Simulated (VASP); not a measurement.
# AlN (P6_3mc) in VASP: further runs, part 2 of 2

VASP 6.6.1. Earlier steps stand in the parts before.

**4. Single point, RPBE**

INCAR reads:

```
PREC = Accurate
ENCUT = 520
EDIFF = 1E-7
ISMEAR = -1
SIGMA = 0.05
LREAL = F
LASPH = T
NELM = 100
ALGO = Normal
ISIF = 2
LWAVE = F
LCHARG = F
GGA = RP
NBANDS = 16
```

KPOINTS reads:

```
regular mesh
0
Gamma
  10 10 6
```

POSCAR reads:

```
AlN
1.0
    3.1130000000      0.0000000000      0.0000000000
   -1.5565000000      2.6959370820      0.0000000000
    0.0000000000      0.0000000000      4.9810000000
Al N
2 2
Direct
    0.6666666667      0.3333333333      0.5000000000
    0.3333333333      0.6666666667      0.0000000000
    0.6666666667      0.3333333333      0.8800000000
    0.3333333333      0.6666666667      0.3800000000
```

Potentials or basis: VASP PAW PBE potentials, release 64 (Al, N).

Command:

```
cat potpaw_PBE.64/Al/POTCAR potpaw_PBE.64/N/POTCAR > POTCAR
mpirun -np 1 vasp_std > vasp.out
```

OUTCAR:

```text
PREC = Accurate
   ENCUT = 520
   EDIFF = 1E-7
   ISMEAR = -1
   LREAL = F
   LASPH = T
   NELM = 100
   ISIF = 2
   GGA = RP

 ion  position               nearest neighbor table
   1  0.667  0.333  0.500-   3 1.89   4 1.89   4 1.89   4 1.89   2 3.07   2 3.07   2 3.07   2 3.07
                             2 3.07   2 3.07
   2  0.333  0.667  0.000-   4 1.89   3 1.89   3 1.89   3 1.89   1 3.07   1 3.07   1 3.07   1 3.07
                             1 3.07   1 3.07
   3  0.667  0.333  0.880-   1 1.89   2 1.89   2 1.89   2 1.89
[... 661 lines left out ...]
  --------------------------------------------------------------------------------------
  -------------------------------------------------------------------------------------
  Total        1.6116136      1.6116136      2.0119949      0.0000000      0.0000000      0.0000000
  in kB       61.7683622     61.7683622     77.1137874      0.0000000      0.0000000      0.0000000
  external PRESSURE =      66.8835039 kB  Pullay stress =       0.0000000 kB

 VOLUME and BASIS-vectors are now :
 -----------------------------------------------------------------------------
  energy-cutoff  :      520.00
  volume of cell :       41.80
      direct lattice vectors                 reciprocal lattice vectors
     3.113000000  0.000000000  0.000000000     0.321233537  0.185464269  0.000000000
    -1.556500000  2.695937082  0.000000000     0.000000000  0.370928538  0.000000000
     0.000000000  0.000000000  4.981000000     0.000000000  0.000000000  0.200762899

 POSITION                                       TOTAL-FORCE (eV/Angst)
 -----------------------------------------------------------------------------------
      1.55650      0.89865      2.49050         0.000000     -0.000000     -0.136342
     -0.00000      1.79729      0.00000        -0.000000      0.000000     -0.136342
      1.55650      0.89865      4.38328         0.000000      0.000000      0.136342
     -0.00000      1.79729      1.89278        -0.000000     -0.000000      0.136342
 -----------------------------------------------------------------------------------
    total drift:                               -0.000000     -0.000000      0.000409

  FREE ENERGIE OF THE ION-ELECTRON SYSTEM (eV)
  ---------------------------------------------------
  free  energy   TOTEN  =       -28.3215341892 eV

  energy  without entropy=      -28.3215341891  energy(sigma->0) =      -28.32153419
```

OSZICAR:

```text
N       E                     dE             d eps       ncg     rms          rms(c)
DAV:   1     0.459947426266E+02    0.45995E+02   -0.73464E+03  1792   0.894E+02
DAV:   2    -0.293074277361E+02   -0.75302E+02   -0.68930E+02  2544   0.192E+02
DAV:   3    -0.329125309680E+02   -0.36051E+01   -0.35946E+01  2232   0.432E+01
DAV:   4    -0.329343846127E+02   -0.21854E-01   -0.21853E-01  2232   0.383E+00
DAV:   5    -0.329346667226E+02   -0.28211E-03   -0.28211E-03  2272   0.434E-01    0.124E+01
DAV:   6    -0.282691272622E+02    0.46655E+01   -0.10353E+01  2152   0.233E+01    0.452E+00
DAV:   7    -0.283114582933E+02   -0.42331E-01   -0.69047E-01  1928   0.584E+00    0.311E+00
DAV:   8    -0.283253869453E+02   -0.13929E-01   -0.54544E-02  1968   0.229E+00    0.589E-01
DAV:   9    -0.283206198815E+02    0.47671E-02   -0.11905E-02  2400   0.823E-01    0.257E-01
DAV:  10    -0.283216617760E+02   -0.10419E-02   -0.35435E-03  1912   0.373E-01    0.161E-01
DAV:  11    -0.283215258037E+02    0.13597E-03   -0.34980E-04  2056   0.145E-01    0.330E-02
DAV:  12    -0.283215343769E+02   -0.85732E-05   -0.23236E-05  1952   0.383E-02    0.946E-03
DAV:  13    -0.283215342088E+02    0.16811E-06   -0.71237E-06  2096   0.208E-02    0.629E-03
DAV:  14    -0.283215341892E+02    0.19602E-07   -0.59410E-07  2128   0.661E-03
   1 F= -.28321534E+02 E0= -.28321534E+02  d E =-.512575E-10
```

stdout:

```text
POSCAR found type information on POSCAR AlN
 POSCAR found :  2 types and       4 ions
 scaLAPACK will be used
 -----------------------------------------------------------------------------
|                                                                             |
|                                                                             |
|     You enforced a specific xc type in the INCAR file but a different       |
|     I HOPE YOU KNOW WHAT YOU ARE DOING!                                     |
|                                                                             |
 -----------------------------------------------------------------------------

 LDA part: xc-table for (Slater+PW92), standard interpolation
 POSCAR, INCAR and KPOINTS ok, starting setup
 FFT: planning ... GRIDC
 FFT: planning ... GRID_SOFT
 FFT: planning ... GRID
 WAVECAR not read
 entering main loop
```

Run time: 66 s. Hardware: 1 thread of AMD EPYC 7R13, shared host; peak memory 0.14 GiB.

What came out:

```
Free energy            : -28.3215 eV
Pressure               : 6.7 GPa
Largest force          : 0.136 eV/Å
Band gap on the k mesh : 4.27 eV
```

Forces in eV/Å, atoms in the order of the input:
```
Al   0.000  0.000 -0.136
Al   0.000  0.000 -0.136
N    0.000  0.000  0.136
N    0.000  0.000  0.136
```

Levels at points of the mesh, in eV from the valence-band top:
```csv
k point,band 6,band 7,band 8,band 9,band 10,band 11
"(0.00, 0.00, 0.00)",-0.18,-0.18,0.00,4.27,6.75,10.70
"(0.50, 0.00, 0.00)",-2.05,-1.75,-0.66,5.88,5.91,8.29
"(0.00, 0.00, 0.50)",-0.51,-0.51,-0.51,6.53,6.53,10.44
"(0.50, 0.00, 0.50)",-1.43,-1.34,-1.34,5.39,5.39,9.38
```

Caveat: the cell stands under pressure; the PAW data sets were made with another functional, which shifts forces and pressure a little.

**5. Single point, revPBE**

INCAR reads:

```
ALGO     = Normal         # electronic algorithm
EDIFF    = 1E-6           # SCF threshold, eV
ENCUT    = 520            # plane-wave cutoff, eV
GGA      = RE             # functional
ISIF     = 2              # what is computed and relaxed
ISMEAR   = -1             # smearing method
LASPH    = T              # aspherical terms in the spheres
LCHARG   = F              # write CHGCAR
LREAL    = F              # projectors in reciprocal space
LWAVE    = F              # write WAVECAR
NBANDS   = 16             # bands
NELM     = 80             # most SCF steps
PREC     = Accurate       # precision mode
SIGMA    = 0.05           # smearing width, eV
```

KPOINTS reads:

```
k-points
0
Gamma
  10 10 6
```

POSCAR is that of step 4.

Potentials or basis: VASP PAW PBE potentials, release 64 (Al, N).

Command:

```
cat potpaw_PBE.64/Al/POTCAR potpaw_PBE.64/N/POTCAR > POTCAR
mpirun -np 1 vasp_std > vasp.out
```

OUTCAR:

```text
EDIFF = 1E-6
   ENCUT = 520
   GGA = RE
   ISIF = 2
   ISMEAR = -1
   LASPH = T
   LREAL = F
   NELM = 80
   PREC = Accurate

 ion  position               nearest neighbor table
   1  0.667  0.333  0.500-   3 1.89   4 1.89   4 1.89   4 1.89   2 3.07   2 3.07   2 3.07   2 3.07
                             2 3.07   2 3.07
   2  0.333  0.667  0.000-   4 1.89   3 1.89   3 1.89   3 1.89   1 3.07   1 3.07   1 3.07   1 3.07
                             1 3.07   1 3.07
[... 661 lines left out ...]
  Direction    XX          YY          ZZ          XY          YZ          ZX
  --------------------------------------------------------------------------------------
  -------------------------------------------------------------------------------------
  Total        1.4118791      1.4118791      1.8162044      0.0000000     -0.0000000      0.0000000
  in kB       54.1131310     54.1131310     69.6097209      0.0000000     -0.0000000      0.0000000
  external PRESSURE =      59.2786610 kB  Pullay stress =       0.0000000 kB

 VOLUME and BASIS-vectors are now :
 -----------------------------------------------------------------------------
  energy-cutoff  :      520.00
  volume of cell :       41.80
      direct lattice vectors                 reciprocal lattice vectors
     3.113000000  0.000000000  0.000000000     0.321233537  0.185464269  0.000000000
    -1.556500000  2.695937082  0.000000000     0.000000000  0.370928538  0.000000000
     0.000000000  0.000000000  4.981000000     0.000000000  0.000000000  0.200762899

 POSITION                                       TOTAL-FORCE (eV/Angst)
 -----------------------------------------------------------------------------------
      1.55650      0.89865      2.49050        -0.000000      0.000000     -0.135089
     -0.00000      1.79729      0.00000         0.000000     -0.000000     -0.135089
      1.55650      0.89865      4.38328        -0.000000      0.000000      0.135089
     -0.00000      1.79729      1.89278         0.000000     -0.000000      0.135089
 -----------------------------------------------------------------------------------
    total drift:                               -0.000000     -0.000000      0.000361

  FREE ENERGIE OF THE ION-ELECTRON SYSTEM (eV)
  ---------------------------------------------------
  free  energy   TOTEN  =       -28.5543052613 eV

  energy  without entropy=      -28.5543052612  energy(sigma->0) =      -28.55430526
```

stdout:

```text
POSCAR found type information on POSCAR AlN
 POSCAR found :  2 types and       4 ions
 scaLAPACK will be used
 -----------------------------------------------------------------------------
|                                                                             |
|                                                                             |
|     You enforced a specific xc type in the INCAR file but a different       |
|     I HOPE YOU KNOW WHAT YOU ARE DOING!                                     |
|                                                                             |
 -----------------------------------------------------------------------------

 LDA part: xc-table for (Slater+PW92), standard interpolation
 POSCAR, INCAR and KPOINTS ok, starting setup
 FFT: planning ... GRIDC
 FFT: planning ... GRID_SOFT
 FFT: planning ... GRID
 WAVECAR not read
 entering main loop
```

Wall time 62 s (1 thread of AMD EPYC 7R13, shared host); peak memory 0.14 GiB.

Results:

| Property | Result |
| --- | --- |
| Free energy | -28.5543 eV |
| Pressure | 5.9 GPa |
| Largest force | 0.135 eV/Å |
| Band gap on the k mesh | 4.26 eV |

Forces on the atoms (eV/Å):
```
Al   0.000  0.000 -0.135
Al   0.000  0.000 -0.135
N    0.000  0.000  0.135
N    0.000  0.000  0.135
```

Caveat: the cell stands under pressure; the PAW data sets were made with another functional, which shifts forces and pressure a little.

**6. The runs side by side**

```csv
level,cell,smearing,gap on the mesh (eV),pressure (GPa),largest force (eV/Å)
PBE,"a = 3.113, b = 3.113, c = 4.981 Å, angles 90.0, 90.0, 120.0°, 4 atoms",gaussian 0.028 eV,4.22,3.5,0.13
PBE+D3(BJ),"a = 3.109, b = 3.109, c = 4.979 Å, angles 90.0, 90.0, 120.0°, 4 atoms",fermi-dirac 0.05 eV,4.22,-0.3,-
RPBE,"a = 3.113, b = 3.113, c = 4.981 Å, angles 90.0, 90.0, 120.0°, 4 atoms",fermi-dirac 0.05 eV,4.27,6.7,0.14
revPBE,"a = 3.113, b = 3.113, c = 4.981 Å, angles 90.0, 90.0, 120.0°, 4 atoms",fermi-dirac 0.05 eV,4.26,5.9,0.14
```

Alike in all rows: task single point; potentials or basis VASP PAW PBE potentials, release 64 (Al, N); no spin polarisation; k mesh 10 × 10 × 6; cutoff (eV) 520.

On the cell as given the gap runs from 4.22 eV (PBE) to 4.27 eV (RPBE). The pressure there spans 3.5 GPa (PBE) to 6.7 GPa (RPBE); a positive pressure means that this level wants a larger cell, a negative one a smaller.

Caveats: the cell stands under pressure (at least some runs); the PAW data sets were made with another functional, which shifts forces and pressure a little (at least some runs).

Absolute energies hang on the potentials; compare differences alone.

**7. How close it comes**

Step 3. Measured gap of AlN: 6.0343 eV (an exciton energy, a little under the gap; 0 K; quoted in “Structural and optical properties of self-assembled AlN nanowires grown on SiO2/Si substrates by molecular beam epitaxy”, 2024, arxiv:2402.00216). This calculation gives 4.22 eV (-1.81 eV). 2 values of this kind are on record (6.034 to 6.0343 eV); this one was drawn at random. The value is that of PBE+D3(BJ) on a finite k mesh, which can miss the band edges, without temperature or zero-point motion. Semilocal functionals fall short of measured gaps as a rule.
